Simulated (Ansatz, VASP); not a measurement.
**One calculation of MgAs2C, two programs**

Contents of POSCAR:

```
MgAs2C
1.0
    3.0514594815      0.0000000000      0.0000000000
    0.0000000000      3.0514594815      0.0000000000
    0.0000000000      0.0000000000      7.8321633408
Mg As C
1 2 1
Direct
    0.0000000000      0.0000000000      0.0000000000
    0.0000000000      0.5000000000      0.3377466640
    0.5000000000      0.0000000000      0.6622533360
    0.5000000000      0.5000000000      0.5000000000
```

File INCAR.step1:

```
SYSTEM = MgAs2C
PREC = Accurate ; ENCUT = 520
EDIFF = 1E-5 ; ISMEAR = -1
SIGMA = 0.02 ; LREAL = .False.
LASPH = .True. ; NELM = 60
ALGO = Normal ; ISIF = 2
LWAVE = .True. ; LCHARG = .False.
GGA = PE ; NBANDS = 16
```

INCAR.step2

```
SYSTEM = MgAs2C
PREC = Accurate ; ENCUT = 520
EDIFF = 1E-6 ; ISMEAR = -1
SIGMA = 0.02 ; LREAL = .False.
LASPH = .True. ; NELM = 60
ALGO = Normal ; ISIF = 2
LWAVE = .False. ; LCHARG = .False.
GGA = PE ; LHFCALC = .True.
HFSCREEN = 0.2079 ; PRECFOCK = Normal
ISTART = 1 ; NBANDS = 16
```

KPOINTS

```
regular mesh
0
Gamma
  4 4 2
  0 0 0
```

Input for Ansatz:

```yaml
crystal:
  lattice:
    - [3.0514594815, 0.0, 0.0]
    - [0.0, 3.0514594815, 0.0]
    - [0.0, 0.0, 7.8321633408]
  atoms:
    - { symbol: Mg, position: [0.0, 0.0, 0.0] }
    - { symbol: As, position: [0.0, 0.5, 0.337746664] }
    - { symbol: C, position: [0.5, 0.5, 0.5] }
    - { symbol: As, position: [0.5, 0.0, 0.662253336] }
kpoints:
  mp_grid: { grid: [4, 4, 2] }
hamiltonian:
  xc: hse06
scf:
  occupations: { method: fermi_dirac, width: 0.02 }
  n_extra_bands: 5
output:
  forces: true
  stress: true
  eigenvalues: true
```

Alike in both runs: task single point; functional HSE06; k mesh 4 × 4 × 2; occupations fermi-dirac, width 0.02 eV; no spin polarisation.

```csv
,VASP,Ansatz
version,VASP 6.6.1,Ansatz 0.2.0
potentials or method,"VASP PAW PBE potentials, release 64 (Mg, As, C)","plane waves, PAW"
plane-wave cutoff (eV),520,420
valence electrons in the cell,16,44
```

Ansatz gave:

| Property | Result |
| --- | --- |
| pressure (GPa) | -2.7 |
| rms of the force components (eV/Å) | 0.183 |

Problem. Estimate VASP's values.

Solution. Pressure (GPa): -2.8; rms of the force components (eV/Å): 0.169.

With one functional, cell and mesh, what is left measures potentials, basis and numerics. VASP's potentials hold 16 valence electrons a cell and Ansatz's 44, so a difference there can come from the potentials and not from the codes. Ansatz's warnings: filled band counts differ across k points, stress exchange threshold loose, stress scf threshold loose.

The k mesh is coarse, so the values compare programs but aren't converged.
